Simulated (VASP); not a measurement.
LaFeGe, 3 atoms in the cell. It takes space group P-6m2 (No. 187, hexagonal). The conventional cell has a = 4.232 Å, b = 4.232 Å, c = 4.286 Å, α = 90.00°, β = 90.00°, γ = 120.00°. La (site symmetry -6m2) has 6 Ge at 3.25 Å and 6 Fe at 3.25 Å and 8 La at 4.23 to 4.29 Å within 4.3 Å. Within 3.3 Å of Ge (site symmetry -6m2) lie 3 Fe at 2.44 Å and 6 La at 3.25 Å. Within 3.3 Å of Fe (site symmetry -6m2) lie 3 Ge at 2.44 Å and 6 La at 3.25 Å. 

- Program: VASP 6.6.1
- Task: single point
- Functional: PBE
- Potentials or basis: VASP PAW PBE potentials, release 64 (La, Ge_d, Fe)
- Cutoff: 520 eV
- k mesh: 7 × 7 × 6
- Occupations: fermi-dirac, width 0.05 eV
- Spin: no spin polarisation
- Dipole correction: no
- Further INCAR settings: ALGO = Fast; EDIFF = 1e-06; NBANDS = 24

Potentials or basis: VASP PAW PBE potentials, release 64 (La, Ge_d, Fe).

Run with:

```console
$ cat potpaw_PBE.64/La/POTCAR potpaw_PBE.64/Ge_d/POTCAR potpaw_PBE.64/Fe/POTCAR > POTCAR
$ mpirun -np 1 vasp_std > vasp.out
```

Hardware: 1 thread of Intel(R) Xeon(R) 6975P-C (Granite Rapids) (shared host).

Problem. How long does it take, and how much memory?

Solution. Wall time 46 s on 1 thread of Intel(R) Xeon(R) 6975P-C (Granite Rapids), on a shared host, peak memory 0.23 GiB. Counts: scf iterations 28, k points 32.
